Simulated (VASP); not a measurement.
# Sr in VASP: a series of runs

Runs on Sr. Level: PBE. Tasks: single point.

All numbers are computed with VASP 6.6.1; they aren't measurements. Logs are shortened: lines on timing, memory, paths and dates and some standing lists are left out, and cuts for length are marked.

## Step 1: The cell of the first run

The cell holds a sheet with vacuum, 3 atoms: a = 4.468 Å, b = 4.468 Å, c = 29.837 Å, α = 90.00°, β = 90.00°, γ = 90.00°.

## Step 2: Single point, PBE

INCAR reads:

```
SYSTEM = Sr
ALGO     = Normal         ! electronic algorithm
DIPOL    = 0.5 0.5 0.302
EDIFF    = 1E-6           ! SCF threshold, eV
ENCUT    = 520            ! plane-wave cutoff, eV
GGA      = PE             ! functional
IDIPOL   = 3            
ISIF     = 2              ! what is computed and relaxed
ISMEAR   = 0              ! smearing method
LASPH    = .TRUE.         ! aspherical terms in the spheres
LCHARG   = .FALSE.        ! write CHGCAR
LDIPOL   = .TRUE.       
LREAL    = .FALSE.        ! projectors in reciprocal space
LWAVE    = .FALSE.        ! write WAVECAR
NBANDS   = 22             ! bands
NELM     = 80             ! most SCF steps
PREC     = Accurate       ! precision mode
SIGMA    = 0.1            ! smearing width, eV
```

KPOINTS reads:

```
k-points
0
G
  4 4 1
  0 0 0
```

POSCAR reads:

```
Sr
1.0
    4.4684136160      0.0000000000      0.0000000000
    0.0000000000      4.4684136160      0.0000000000
    0.0000000000      0.0000000000     29.8369213600
Sr
3
Direct
    0.0000000000      0.0000000000      0.3719303234
    0.0000000000      0.0000000000      0.2313490760
    0.5000000000      0.5000000000      0.3016396997
```

Potentials or basis: VASP PAW PBE potentials, release 64 (Sr_sv).

On the command line:

```sh
$ cat potpaw_PBE.64/Sr_sv/POTCAR > POTCAR
$ mpirun -np 1 vasp_std > vasp.out
```

OUTCAR:

```text
SYSTEM = Sr
   EDIFF = 1E-6
   ENCUT = 520
   GGA = PE
   ISIF = 2
   ISMEAR = 0
   LASPH = .TRUE.
   LREAL = .FALSE.
   NELM = 80
   PREC = Accurate

 ion  position               nearest neighbor table
   1  0.000  0.000  0.372-   3 3.79   3 3.79   3 3.79   3 3.79   2 4.19
   2  0.000  0.000  0.231-   3 3.79   3 3.79   3 3.79   3 3.79   1 4.19
   3  0.500  0.500  0.302-   2 3.79   2 3.79   2 3.79   2 3.79   1 3.79   1 3.79   1 3.79   1 3.79

  LATTYP: Found a simple tetragonal cell.
 ALAT       =     4.4684136160
 C/A-ratio  =     6.6772962228

  Lattice vectors:

 A1 = (   4.4684136160,   0.0000000000,   0.0000000000)
 A2 = (   0.0000000000,   4.4684136160,   0.0000000000)
 A3 = (   0.0000000000,   0.0000000000,  29.8369213600)

Analysis of symmetry for initial positions (statically):
=====================================================================
 Subroutine PRICEL returns:
 Original cell was already a primitive cell.

 Routine SETGRP: Setting up the symmetry group for a
 simple tetragonal supercell.

 Subroutine GETGRP returns: Found 16 space group operations
 (whereof  8 operations were pure point group operations)
 out of a pool of 16 trial point group operations.

The static configuration has the point symmetry C_4v.
 The point group associated with its full space group is D_4h.

Analysis of symmetry for dynamics (positions and initial velocities):
=====================================================================
 Subroutine PRICEL returns:
 Original cell was already a primitive cell.

 Routine SETGRP: Setting up the symmetry group for a
 simple tetragonal supercell.

 Subroutine GETGRP returns: Found 16 space group operations
 (whereof  8 operations were pure point group operations)
 out of a pool of 16 trial point group operations.

The dynamic configuration has the point symmetry C_4v.
 The point group associated with its full space group is D_4h.

 Subroutine INISYM returns: Found 16 space group operations
 (whereof  8 operations are pure point group operations),
 and found     1 'primitive' translations

----------------------------------------------------------------------------------------

                                     Primitive cell

  volume of cell :     595.7455

  direct lattice vectors                    reciprocal lattice vectors
     4.468413616  0.000000000  0.000000000     0.223793070  0.000000000  0.000000000
     0.000000000  4.468413616  0.000000000     0.000000000  0.223793070  0.000000000
     0.000000000  0.000000000 29.836921360     0.000000000  0.000000000  0.033515522

  length of vectors
     4.468413616  4.468413616 29.836921360     0.223793070  0.223793070  0.033515522

  position of ions in fractional coordinates (direct lattice)
     0.000000000  0.000000000  0.371930323
     0.000000000  0.000000000  0.231349076
     0.500000000  0.500000000  0.301639700

  ion indices of the primitive-cell ions
   primitive index   ion index
                 1           1
                 2           2
                 3           3

----------------------------------------------------------------------------------------

 KPOINTS: k-points

Automatic generation of k-mesh.
 Grid dimensions read from file:
 generate k-points for:    4    4    1

 Generating k-lattice:

  Cartesian coordinates                     Fractional coordinates (reciprocal lattice)
     0.055948267  0.000000000  0.000000000     0.250000000  0.000000000  0.000000000
     0.000000000  0.055948267  0.000000000     0.000000000  0.250000000  0.000000000
     0.000000000  0.000000000  0.033515522     0.000000000  0.000000000  1.000000000

  Length of vectors
     0.055948267  0.055948267  0.033515522

  Shift w.r.t. Gamma in fractional coordinates (k-lattice)
     0.000000000  0.000000000  0.000000000

 Subroutine IBZKPT returns following result:
 ===========================================

 Found      6 irreducible k-points:

 Following reciprocal coordinates:
            Coordinates               Weight
  0.000000  0.000000  0.000000      1.000000
  0.250000  0.000000  0.000000      4.000000
  0.500000  0.000000  0.000000      2.000000
  0.250000  0.250000  0.000000      4.000000
  0.500000  0.250000  0.000000      4.000000
  0.500000  0.500000  0.000000      1.000000
   k-points           NKPTS =      6   k-points in BZ     NKDIM =      6   number of bands    NBANDS=     22
   number of dos      NEDOS =    301   number of ions     NIONS =      3
   total plane-waves  NPLWV = 290304
   dimension x,y,z NGX =    36 NGY =   36 NGZ =  224
   dimension x,y,z NGXF=    72 NGYF=   72 NGZF=  448
   ions per type =               3
   NGX,Y,Z   is equivalent  to a cutoff of  13.39, 13.39, 12.48 a.u.
   NGXF,Y,Z  is equivalent  to a cutoff of  26.79, 26.79, 24.96 a.u.
 SYSTEM =  Sr
   PREC   = accura    normal or accurate (medium, high low for compatibility)
   ISTART =      0    job   : 0-new  1-cont  2-samecut
   ICHARG =      2    charge: 1-file 2-atom 10-const
   ISPIN  =      1    spin polarized calculation?
   LNONCOLLINEAR =      F non collinear calculations
   LSORBIT =      F    spin-orbit coupling
   LASPH  =      T    aspherical Exc in radial PAW
   ENCUT  =  520.0 eV  38.22 Ry    6.18 a.u.   8.31  8.31 55.48*2*pi/ulx,y,z
   NELM   =     80;   NELMIN=  2; NELMDL= -5     # of ELM steps
   EDIFF  = 0.1E-05   stopping-criterion for ELM
   LREAL  =      F    real-space projection
   EDIFFG = 0.1E-04   stopping-criterion for IOM
   NSW    =      0    number of steps for IOM
   IBRION =     -1    ionic relax: 0-MD 1-quasi-New 2-CG
   NFREE  =      0    steps in history (QN), initial steepest desc. (CG)
   ISIF   =      2    stress and relaxation
   ISYM   =      2    0-nonsym 1-usesym 2-fastsym
   POTIM  = 0.5000    time-step for ionic-motion
   TEBEG  =    0.0;   TEEND  =   0.0 temperature during run
   PSTRESS=    0.0 pullay stress
   NELECT =      30.0000    total number of electrons
   NUPDOWN=      -1.0000    fix difference up-down
   EMIN   =  10.00;   EMAX   =-10.00  energy-range for DOS
   EFERMI =   0.00;   METHOD = LEGACY
   ISMEAR =     0;   SIGMA  =   0.10  broadening in eV -4-tet -1-fermi 0-gaus
   EFERMI_NEDOS =   21; number of points for ismear=-14 and -15
   IALGO  =     38    algorithm
   IMIX   =      4    mixing-type and parameters
     AMIX     =   0.40;   BMIX     =  1.00
     AMIX_MAG =   1.60;   BMIX_MAG =  1.00
  volume/ion in A,a.u.               =     198.58      1340.10
  Fermi-wavevector in a.u.,A,eV,Ry     =   0.604545  1.142424  4.972578  0.365474
  Thomas-Fermi vector in A             =   1.657937
   LORBIT       =      0    0 simple, 1 ext, 2 COOP (PROOUT), +10 PAW based schemes
   GGA     = PE    functional components
   LHFCALC =     F    Hartree Fock is set to
   AEXX    =    0.0000 exact exchange contribution
   IVDW    =     0    specifies the selected vdW correction
   LEPSILON=     F    determine dielectric tensor
   LRPA    =     F    only Hartree local field effects (RPA)
 non-spin polarized calculation
 Gauss-broadening in eV      SIGMA  =   0.10
  energy-cutoff  :      520.00
  volume of cell :      595.75
 maximum number of plane-waves:     16091
 NGX is ok and might be reduce to    36
   NGX = 17   NGY = 17   NGZ =111

 dipolmoment           0.000000      0.000000     -0.000013 electrons x Angstroem

 number of electron      30.0000001 magnetization

 dipolmoment           0.000000      0.000000      0.000001 electrons x Angstroem

 Free energy of the ion-electron system (eV)
  ---------------------------------------------------
  ext. energy  EPLUGINS =         0.00000000
  ---------------------------------------------------
  free energy    TOTEN  =        -3.68531220 eV

  energy without entropy =       -3.66170350  energy(sigma->0) =       -3.67350785

 E-fermi :  -1.3773     XC(G=0):  -2.4387

 val. band max:       -1.4369266630   @ k =   0.2500   0.0000   0.0000
 cond. band min:      -1.3179271264   @ k =   0.2500   0.2500   0.0000
 fundamental gap:      0.1189995366
 Fermi energy:        -1.3773417599

 k-point     1 :       0.0000    0.0000    0.0000
  band No.  band energies     occupation
      1     -38.1361      2.00000
      2     -38.1320      2.00000
      3     -37.3465      2.00000
      4     -20.2068      2.00000
      5     -20.1568      2.00000
      6     -20.0987      2.00000
      7     -20.0987      2.00000
      8     -20.0744      2.00000
      9     -20.0744      2.00000
     10     -19.4325      2.00000
     11     -19.3204      2.00000
     12     -19.3204      2.00000
     13      -4.7468      2.00000
     14      -3.2884      2.00000
     15      -1.9504      2.00000
     16      -1.5728      1.99430
     17      -0.6605      0.00000
     18      -0.4337      0.00000
     19      -0.2995      0.00000
     20       1.0637      0.00000
     21       1.1381      0.00000
     22       1.1454      0.00000

 k-point     2 :       0.2500    0.0000    0.0000
  band No.  band energies     occupation
      1     -38.1343      2.00000
      2     -38.1308      2.00000
      3     -37.3458      2.00000
      4     -20.2194      2.00000
      5     -20.1518      2.00000
      6     -20.1220      2.00000
      7     -20.1209      2.00000
      8     -20.0869      2.00000
      9     -20.0714      2.00000
     10     -19.4160      2.00000
     11     -19.3518      2.00000
     12     -19.3277      2.00000
     13      -4.1447      2.00000
     14      -2.8406      2.00000
     15      -1.7627      2.00000
     16      -1.4369      1.60058
     17      -0.6137      0.00000
     18      -0.4277      0.00000
     19      -0.0354      0.00000
     20       0.4019      0.00000
     21       0.5963      0.00000
     22       0.6424      0.00000

 k-point     3 :       0.5000    0.0000    0.0000
  band No.  band energies     occupation
      1     -38.1325      2.00000
      2     -38.1295      2.00000
      3     -37.3450      2.00000
      4     -20.2306      2.00000
      5     -20.1740      2.00000
      6     -20.1477      2.00000
      7     -20.1375      2.00000
      8     -20.0749      2.00000
      9     -20.0684      2.00000
     10     -19.4020      2.00000
     11     -19.3813      2.00000
     12     -19.3352      2.00000
     13      -2.7662      2.00000
     14      -2.6708      2.00000
     15      -2.2081      2.00000
     16      -1.1243      0.00035
     17      -1.0329      0.00000
     18      -0.2154      0.00000
     19       0.0488      0.00000
     20       0.2336      0.00000
     21       0.4906      0.00000
     22       0.5827      0.00000

 k-point     4 :       0.2500    0.2500    0.0000
  band No.  band energies     occupation
      1     -38.1328      2.00000
      2     -38.1295      2.00000
      3     -37.3447      2.00000
      4     -20.2153      2.00000
      5     -20.1441      2.00000
      6     -20.1376      2.00000
      7     -20.1196      2.00000
      8     -20.1122      2.00000
      9     -20.1043      2.00000
     10     -19.4162      2.00000
     11     -19.3578      2.00000
     12     -19.3446      2.00000
     13      -3.5881      2.00000
     14      -2.3162      2.00000
     15      -1.3179      0.40077
     16      -1.2350      0.04407
     17      -0.9241      0.00000
     18      -0.4983      0.00000
     19      -0.2499      0.00000
     20       0.2675      0.00000
     21       0.2788      0.00000
     22       0.4670      0.00000

 k-point     5 :       0.5000    0.2500    0.0000
  band No.  band energies     occupation
      1     -38.1313      2.00000
      2     -38.1283      2.00000
      3     -37.3437      2.00000
      4     -20.2158      2.00000
      5     -20.1622      2.00000
      6     -20.1545      2.00000
      7     -20.1345      2.00000
      8     -20.1238      2.00000
      9     -20.1014      2.00000
     10     -19.4175      2.00000
     11     -19.3730      2.00000
     12     -19.3516      2.00000
     13      -2.3014      2.00000
     14      -2.2986      2.00000
     15      -1.5196      1.95582
     16      -1.0629      0.00001
     17      -0.9655      0.00000
     18      -0.6877      0.00000
     19      -0.2269      0.00000
     20       0.0746      0.00000
     21       0.4121      0.00000
     22       0.4328      0.00000

 k-point     6 :       0.5000    0.5000    0.0000
  band No.  band energies     occupation
      1     -38.1300      2.00000
      2     -38.1271      2.00000
      3     -37.3423      2.00000
      4     -20.1938      2.00000
      5     -20.1774      2.00000
      6     -20.1774      2.00000
      7     -20.1340      2.00000
      8     -20.1340      2.00000
      9     -20.1315      2.00000
     10     -19.4340      2.00000
     11     -19.3669      2.00000
     12     -19.3669      2.00000
     13      -2.0097      2.00000
     14      -1.8502      2.00000
     15      -0.9348      0.00000
     16      -0.9235      0.00000
     17      -0.9235      0.00000
     18      -0.5424      0.00000
     19      -0.5424      0.00000
     20       0.4283      0.00000
     21       0.4283      0.00000
     22       0.4819      0.00000

------------------------ aborting loop because EDIFF is reached ----------------------------------------

 vacuum level on the upper side and lower side of the slab       (xc-potential included)        -0.005        -0.005

  FORCE on cell =-STRESS in cart. coord.  units (eV):
  Direction    XX          YY          ZZ          XY          YZ          ZX
  --------------------------------------------------------------------------------------
  -------------------------------------------------------------------------------------
  Total        1.5685280      1.5685280      2.7562448      0.0000000      0.0000000      0.0000000
  in kB        4.2183452      4.2183452      7.4125498      0.0000000      0.0000000      0.0000000
  external PRESSURE =       5.2830801 kB  Pullay stress =       0.0000000 kB

 VOLUME and BASIS-vectors are now :
 -----------------------------------------------------------------------------
  energy-cutoff  :      520.00
  volume of cell :      595.75
      direct lattice vectors                 reciprocal lattice vectors
     4.468413616  0.000000000  0.000000000     0.223793070  0.000000000  0.000000000
     0.000000000  4.468413616  0.000000000     0.000000000  0.223793070  0.000000000
     0.000000000  0.000000000 29.836921360     0.000000000  0.000000000  0.033515522

 POSITION                                       TOTAL-FORCE (eV/Angst)
 -----------------------------------------------------------------------------------
      0.00000      0.00000     11.09726         0.000000      0.000000      0.658929
      0.00000      0.00000      6.90274         0.000000      0.000000     -0.658929
      2.23421      2.23421      9.00000        -0.000000      0.000000     -0.000000
 -----------------------------------------------------------------------------------
    total drift:                                0.000000     -0.000000      0.000008

  FREE ENERGIE OF THE ION-ELECTRON SYSTEM (eV)
  ---------------------------------------------------
  free  energy   TOTEN  =        -3.6853122037 eV

  energy  without entropy=       -3.6617035045  energy(sigma->0) =       -3.67350785

 vacuum level on the upper side and lower side of the slab         1.164         1.164
```

It took 95 s on 1 thread of Intel Xeon 6975P-C (Granite Rapids), shared host; peak memory 0.59 GiB.

Results:

* Free energy: -3.6853 eV
* Largest force: 0.659 eV/Å
* Band gap on the k mesh: zero (band 15 reaches -0.93 eV, above the bottom of band 16 at -1.57 eV)

Forces on the atoms (eV/Å):
```
Sr   0.000  0.000  0.659
Sr   0.000  0.000 -0.659
Sr   0.000  0.000  0.000
```

[end of part 1 of 2]
